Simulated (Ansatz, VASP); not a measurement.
**One calculation of Pd, two programs**

```
Pd
1.0
     0.00000    1.94650    1.94650
     1.94650    0.00000    1.94650
     1.94650    1.94650    0.00000
Pd
1
Direct
  0.00000 0.00000 0.00000
```

Alike in both runs: task single point; functional PBE; k mesh 12 × 12 × 12; occupations fermi-dirac, width 0.15 eV; no spin polarisation.

```csv
,VASP,Ansatz
version,VASP 6.6.1,Ansatz 0.2.0
potentials or method,"VASP PAW PBE potentials, release 64 (Pd), cutoff 500 eV",all-electron (LAPW or listed datasets)
```

```tsv
	VASP	Ansatz	Ansatz less VASP
gap on the k mesh at the Fermi level (eV)	none	none	-
pressure (GPa)	7.4	7.6	+0.18
```

A gap of «none» marks a metal or a gap that the smearing closes. Ansatz ran all-electron here, and VASP with PAW potentials.
